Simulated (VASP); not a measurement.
# Ni (Fm-3m) in VASP: further runs, part 2 of 2

VASP 6.6.1.

### 3 Single point, revPBE+D3(BJ), collinear spin, ferromagnetic start

This run uses another cell than the first one, of 10.39 Å³/atom.

INCAR

```
PREC = Accurate
ENCUT = 520
EDIFF = 1E-6
ISMEAR = -1
SIGMA = 0.05
LREAL = False
LASPH = True
NELM = 150
ALGO = Normal
ISIF = 2
LWAVE = False
LCHARG = False
ISPIN = 2
MAGMOM = 1.5
LORBIT = 11
LMAXMIX = 4
GGA = RE
IVDW = 12
NBANDS = 15
```

KPOINTS

```
regular mesh
0
Gamma
  15 15 15
```

POSCAR

```
Ni
1.0
    0.0000000000      1.7319889223      1.7319889223
    1.7319889223      0.0000000000      1.7319889223
    1.7319889223      1.7319889223      0.0000000000
Ni
1
Direct
    0.0000000000      0.0000000000      0.0000000000
```

Potentials or basis: VASP PAW PBE potentials, release 64 (Ni).

Command:

```sh
$ cat potpaw_PBE.64/Ni/POTCAR > POTCAR
$ mpirun -np 1 vasp_std > vasp.out
```

OUTCAR:

```text
PREC = Accurate
   ENCUT = 520
   EDIFF = 1E-6
   ISMEAR = -1
   LREAL = False
   LASPH = True
   NELM = 150
   ISIF = 2
   ISPIN = 2
   LORBIT = 11
   GGA = RE
   IVDW = 12
 IVDW          = 12

 ion  position               nearest neighbor table
   1  0.000  0.000  0.000-

  LATTYP: Found a face centered cubic cell.
 ALAT       =     3.4639778446

  Lattice vectors:

 A1 = (   0.0000000000,   1.7319889223,   1.7319889223)
 A2 = (   1.7319889223,   0.0000000000,   1.7319889223)
 A3 = (   1.7319889223,   1.7319889223,   0.0000000000)

Analysis of symmetry for initial positions (statically):
=====================================================================
 Subroutine PRICEL returns:
 Original cell was already a primitive cell.

 Routine SETGRP: Setting up the symmetry group for a
 face centered cubic supercell.

 Subroutine GETGRP returns: Found 48 space group operations
 (whereof 48 operations were pure point group operations)
 out of a pool of 48 trial point group operations.

The static configuration has the point symmetry O_h .

Analysis of symmetry for dynamics (positions and initial velocities):
=====================================================================
 Subroutine PRICEL returns:
 Original cell was already a primitive cell.

 Routine SETGRP: Setting up the symmetry group for a
 face centered cubic supercell.

 Subroutine GETGRP returns: Found 48 space group operations
 (whereof 48 operations were pure point group operations)
 out of a pool of 48 trial point group operations.

The dynamic configuration has the point symmetry O_h .

Analysis of structural, dynamic, and magnetic symmetry:
=====================================================================
 Subroutine PRICEL returns:
 Original cell was already a primitive cell.

 Routine SETGRP: Setting up the symmetry group for a
 face centered cubic supercell.

 Subroutine GETGRP returns: Found 48 space group operations
 (whereof 48 operations were pure point group operations)
 out of a pool of 48 trial point group operations.

The overall configuration has the point symmetry O_h .

 Subroutine INISYM returns: Found 48 space group operations
 (whereof 48 operations are pure point group operations),
 and found     1 'primitive' translations

----------------------------------------------------------------------------------------

                                     Primitive cell

  volume of cell :      10.3912

  direct lattice vectors                    reciprocal lattice vectors
     0.000000000  1.731988922  1.731988922    -0.288685449  0.288685449  0.288685449
     1.731988922  0.000000000  1.731988922     0.288685449 -0.288685449  0.288685449
     1.731988922  1.731988922  0.000000000     0.288685449  0.288685449 -0.288685449

  length of vectors
     2.449402224  2.449402224  2.449402224     0.500017865  0.500017865  0.500017865

  position of ions in fractional coordinates (direct lattice)
     0.000000000  0.000000000  0.000000000

  ion indices of the primitive-cell ions
   primitive index   ion index
                 1           1

----------------------------------------------------------------------------------------

 KPOINTS: regular mesh

Automatic generation of k-mesh.
 Grid dimensions read from file:
 generate k-points for:   15   15   15

 Generating k-lattice:

  Cartesian coordinates                     Fractional coordinates (reciprocal lattice)
    -0.019245697  0.019245697  0.019245697     0.066666667  0.000000000  0.000000000
     0.019245697 -0.019245697  0.019245697     0.000000000  0.066666667  0.000000000
[... 74 lines left out ...]
   EFERMI_NEDOS =   21; number of points for ismear=-14 and -15
   IALGO  =     38    algorithm
   IMIX   =      4    mixing-type and parameters
     AMIX     =   0.40;   BMIX     =  1.00
     AMIX_MAG =   1.60;   BMIX_MAG =  1.00
  volume/ion in A,a.u.               =      10.39        70.12
  Fermi-wavevector in a.u.,A,eV,Ry     =   1.616292  3.054348 35.543841  2.612399
  Thomas-Fermi vector in A             =   2.710902
   LORBIT       =     11    0 simple, 1 ext, 2 COOP (PROOUT), +10 PAW based schemes
   GGA     = RE    functional components
   LHFCALC =     F    Hartree Fock is set to
   AEXX    =    0.0000 exact exchange contribution
   IVDW    =    12    specifies the selected vdW correction
   LEPSILON=     F    determine dielectric tensor
   LRPA    =     F    only Hartree local field effects (RPA)
 spin polarized calculation
  energy-cutoff  :      520.00
  volume of cell :       10.39
 maximum number of plane-waves:       295
   NGX =  9   NGY =  9   NGZ =  9

 number of electron      10.0000000 magnetization       1.5000000

 number of electron       9.9999994 magnetization       0.6376049

 Free energy of the ion-electron system (eV)
  ---------------------------------------------------
  ext. energy  EPLUGINS =         0.00000000
  ---------------------------------------------------
  free energy    TOTEN  =        -5.03855942 eV

  energy without entropy =       -5.02539495  energy(sigma->0) =       -5.03197718

 E-fermi :  10.1504     XC(G=0): -13.4409

 val. band max:       10.1474459639   @ k =  -0.4667   0.3333   0.1333
 cond. band min:      10.1512826141   @ k =  -0.4000   0.0667   0.0000
 fundamental gap:      0.0038366503
 Fermi energy:        10.1504211497

 spin component 1

 k-point     1 :       0.0000    0.0000    0.0000
  band No.  band energies     occupation
      1       0.8271      1.00000
      2       7.5796      1.00000
      3       7.5796      1.00000
      4       7.5796      1.00000
      5       8.8336      1.00000
      6       8.8336      1.00000
      7      34.2385      0.00000
      8      38.5065      0.00000
      9      38.5065      0.00000
     10      38.5065      0.00000
     11      41.6014      0.00000
     12      41.6014      0.00000
     13      41.6014      0.00000
     14      44.3825      0.00000
[... 403 lines left out ...]
      4       7.9860      1.00000
      5       8.4628      1.00000
      6       9.0187      1.00000
      7      30.4095      0.00000
      8      33.1374      0.00000
      9      33.3722      0.00000
     10      35.7631      0.00000
     11      40.7956      0.00000
     12      44.9246      0.00000
     13      46.6149      0.00000
     14      47.2815      0.00000
     15      52.3666      0.00000

 [... further k-points ...]

 spin component 2

 k-point     1 :       0.0000    0.0000    0.0000
  band No.  band energies     occupation
      1       0.7773      1.00000
      2       8.3597      1.00000
      3       8.3597      1.00000
      4       8.3597      1.00000
      5       9.4371      1.00000
      6       9.4371      1.00000
      7      34.0555      0.00000
      8      38.4651      0.00000
      9      38.4651      0.00000
     10      38.4651      0.00000
     11      41.6885      0.00000
     12      41.6885      0.00000
     13      41.6885      0.00000
     14      44.2486      0.00000
[... 403 lines left out ...]
      4       8.7724      1.00000
      5       9.0749      1.00000
      6       9.6379      0.99996
      7      30.4654      0.00000
      8      33.2075      0.00000
      9      33.3210      0.00000
     10      35.7237      0.00000
     11      41.0054      0.00000
     12      44.8903      0.00000
     13      46.5354      0.00000
     14      47.2213      0.00000
     15      52.2776      0.00000

 [... further k-points ...]

------------------------ aborting loop because EDIFF is reached ----------------------------------------

 Edisp (eV)   -0.93598

 E8    (eV) :    -0.6538

  FORCE on cell =-STRESS in cart. coord.  units (eV):
  Direction    XX          YY          ZZ          XY          YZ          ZX
  --------------------------------------------------------------------------------------
  -------------------------------------------------------------------------------------
  Total       0.00102     0.00102     0.00102     0.00000    -0.00000     0.00000
  in kB       0.15748     0.15748     0.15748     0.00000    -0.00000     0.00000
  external pressure =        0.16 kB  Pullay stress =        0.00 kB

 VOLUME and BASIS-vectors are now :
 -----------------------------------------------------------------------------
  energy-cutoff  :      520.00
  volume of cell :       10.39
      direct lattice vectors                 reciprocal lattice vectors
     0.000000000  1.731988922  1.731988922    -0.288685449  0.288685449  0.288685449
     1.731988922  0.000000000  1.731988922     0.288685449 -0.288685449  0.288685449
     1.731988922  1.731988922  0.000000000     0.288685449  0.288685449 -0.288685449

 POSITION                                       TOTAL-FORCE (eV/Angst)
 -----------------------------------------------------------------------------------
      0.00000      0.00000      0.00000         0.000000      0.000000      0.000000
 -----------------------------------------------------------------------------------
    total drift:                                0.000000     -0.000000     -0.000000

  FREE ENERGIE OF THE ION-ELECTRON SYSTEM (eV)
  ---------------------------------------------------
  free  energy   TOTEN  =        -5.9745416392 eV

  energy  without entropy=       -5.9613771752  energy(sigma->0) =       -5.96795941

 total charge

# of ion       s       p       d       tot
------------------------------------------
    1        0.518   0.540   8.333   9.391

 magnetization (x)

# of ion       s       p       d       tot
------------------------------------------
    1       -0.007  -0.027   0.679   0.645
```

OSZICAR:

```text
N       E                     dE             d eps       ncg     rms          rms(c)
DAV:   1     0.345338004875E+02    0.34534E+02   -0.42475E+03  7643   0.865E+02
DAV:   2    -0.447707158337E+01   -0.39011E+02   -0.36021E+02  8131   0.166E+02
DAV:   3    -0.590899337532E+01   -0.14319E+01   -0.14217E+01  8901   0.311E+01
DAV:   4    -0.591711681624E+01   -0.81234E-02   -0.81222E-02  8796   0.224E+00
DAV:   5    -0.591720155426E+01   -0.84738E-04   -0.84739E-04  9026   0.207E-01    0.106E+01
DAV:   6    -0.531498386832E+01    0.60222E+00   -0.11220E+01 10406   0.384E+01    0.563E+00
DAV:   7    -0.505547491746E+01    0.25951E+00   -0.18795E+00  9381   0.139E+01    0.206E+00
DAV:   8    -0.504150850395E+01    0.13966E-01   -0.19721E-02  9307   0.936E-01    0.102E+00
DAV:   9    -0.503904868535E+01    0.24598E-02   -0.17716E-03 11567   0.261E-01    0.296E-01
DAV:  10    -0.503855624053E+01    0.49244E-03   -0.66764E-04 11190   0.149E-01    0.347E-02
DAV:  11    -0.503855916741E+01   -0.29269E-05   -0.12240E-05  8764   0.282E-02    0.247E-02
DAV:  12    -0.503855941509E+01   -0.24768E-06   -0.19723E-06  8378   0.823E-03
   1 F= -.59745416E+01 E0= -.59679594E+01  d E =-.131645E-01  mag=     0.6372
```

stdout:

```text
POSCAR found type information on POSCAR Ni
 POSCAR found :  1 types and       1 ions
 scaLAPACK will be used
 -----------------------------------------------------------------------------
|                                                                             |
|                                                                             |
|     You enforced a specific xc type in the INCAR file but a different       |
|     I HOPE YOU KNOW WHAT YOU ARE DOING!                                     |
|                                                                             |
 -----------------------------------------------------------------------------

 LDA part: xc-table for (Slater+PW92), standard interpolation
 POSCAR, INCAR and KPOINTS ok, starting setup
 FFT: planning ... GRIDC
 FFT: planning ... GRID_SOFT
 FFT: planning ... GRID
 WAVECAR not read
 entering main loop
```

It took 31 s on 1 thread of Intel Xeon Platinum 8259CL at 2.50GHz (Skylake/Cascade Lake), shared host; peak memory 0.15 GiB.

Results:

- Free energy: -5.9745 eV
- Pressure: 0.0 GPa
- Net moment: 0.64 μB per cell
- Site moments: Ni +0.65 μB
- Valence electrons inside the program's atomic spheres: Ni 9.39
- Dispersion energy per atom: -0.936 eV

Levels at points of the mesh, in eV from the Fermi level:
Spin up:
```tsv
k point	band 2	band 3	band 4	band 5	band 6	band 7	band 8	band 9
(0.00, 0.00, 0.00)	-2.57	-2.57	-2.57	-1.32	-1.32	24.09	28.36	28.36
```
Spin down:
```
           k point  band 3  band 4  band 5  band 6  band 7  band 8
(0.00, 0.00, 0.00)   -1.79   -1.79   -0.71   -0.71   23.91   28.31
```

Caveat: the PAW data sets were made with another functional, which shifts forces and pressure a little.

### 4 Single point, r2SCAN+rVV10, collinear spin, ferromagnetic start

This run uses another cell than the first one, of 10.39 Å³/atom.

POSCAR

```
Ni
1.0
    0.0000000000      1.7319411046      1.7319411046
    1.7319411046      0.0000000000      1.7319411046
    1.7319411046      1.7319411046      0.0000000000
Ni
1
Direct
    0.0000000000      0.0000000000      0.0000000000
```

INCAR.step1

```
SYSTEM = Ni
  PREC = Accurate
  ENCUT = 520
  ISMEAR = -1
  SIGMA = 0.05
  LREAL = .False.
  LASPH = .True.
  NELM = 150
  ISPIN = 2
  MAGMOM = 1.5
  LMAXMIX = 4
  NBANDS = 15
  GGA = PE
  ALGO = Normal
  EDIFF = 1E-4
  LWAVE = .True.
  LCHARG = .False.
```

INCAR.step2

```
SYSTEM = Ni
  PREC = Accurate
  ENCUT = 520
  EDIFF = 1E-6
  ISMEAR = -1
  SIGMA = 0.05
  LREAL = .False.
  LASPH = .True.
  NELM = 150
  ALGO = Normal
  ISIF = 2
  LWAVE = .False.
  LCHARG = .False.
  ISPIN = 2
  MAGMOM = 1.5
  LORBIT = 11
  LMAXMIX = 4
  METAGGA = R2SCAN
  LMIXTAU = .True.
  LUSE_VDW = .True.
  IVDW_NL = 2
  BPARAM = 11.95
  CPARAM = 0.0093
  NBANDS = 15
  ISTART = 1
```

KPOINTS

```
Automatic mesh
0
Gamma
  15 15 15
  0 0 0
```

Command:

```sh
$ cat potpaw_PBE.64/Ni/POTCAR > POTCAR
$ cp INCAR.step1 INCAR
$ mpirun -np 1 vasp_std > vasp.out
$ cp INCAR.step2 INCAR
$ mpirun -np 1 vasp_std > vasp.out
```

Run time: 2.2 min. Hardware: 1 thread of Intel Xeon Platinum 8259CL at 2.50GHz (Skylake/Cascade Lake), shared host; peak memory 0.19 GiB.

It converged, with:

```
Free energy                                           : -11.7094 eV
Pressure                                              : 0.9 GPa
Net moment                                            : 0.69 μB per cell
Site moments                                          : Ni +0.71 μB
Valence electrons inside the program's atomic spheres : Ni 9.43
```

Levels at points of the mesh, in eV from the Fermi level:
Spin up:
```tsv
k point	band 1	band 2	band 3	band 4	band 5	band 6	band 7	band 8	band 9	band 10
(0.00, 0.00, 0.00)	-9.75	-3.03	-3.03	-3.03	-1.66	-1.66	24.94	29.46	29.46	29.46
```
Spin down:
| k point | band 3 | band 4 | band 5 | band 6 | band 7 | band 8 |
| --- | --- | --- | --- | --- | --- | --- |
| (0.00, 0.00, 0.00) | -1.75 | -1.75 | -0.94 | -0.94 | 24.69 | 29.56 |

Caveat: the PAW data sets were made with another functional, which shifts forces and pressure a little.

### 5 The runs side by side

| level | potentials or basis | cell | gap on the mesh (eV) | pressure (GPa) | moment (μB) |
| --- | --- | --- | --- | --- | --- |
| LDA | VASP PAW LDA potentials, release 64 (Ni) | a = 2.422 Å, angles 60.0°, 1 atom | none | -0.2 | 0.60 |
| revPBE+D3(BJ) | VASP PAW PBE potentials, release 64 (Ni) | a = 2.449 Å, angles 60.0°, 1 atom | none | 0.0 | 0.64 |
| r2SCAN+rVV10 | VASP PAW PBE potentials, release 64 (Ni) | a = 2.449 Å, angles 60.0°, 1 atom | none | 0.9 | 0.69 |

Alike in all rows: task single point; spin collinear, ferromagnetic start; k mesh 15 × 15 × 15; cutoff (eV) 520; smearing fermi-dirac 0.05 eV.

Caveats: the PAW data sets were made with another functional, which shifts forces and pressure a little (at least some runs).

Total energies depend on the potentials used, so only differences within one code and one set of settings carry meaning.
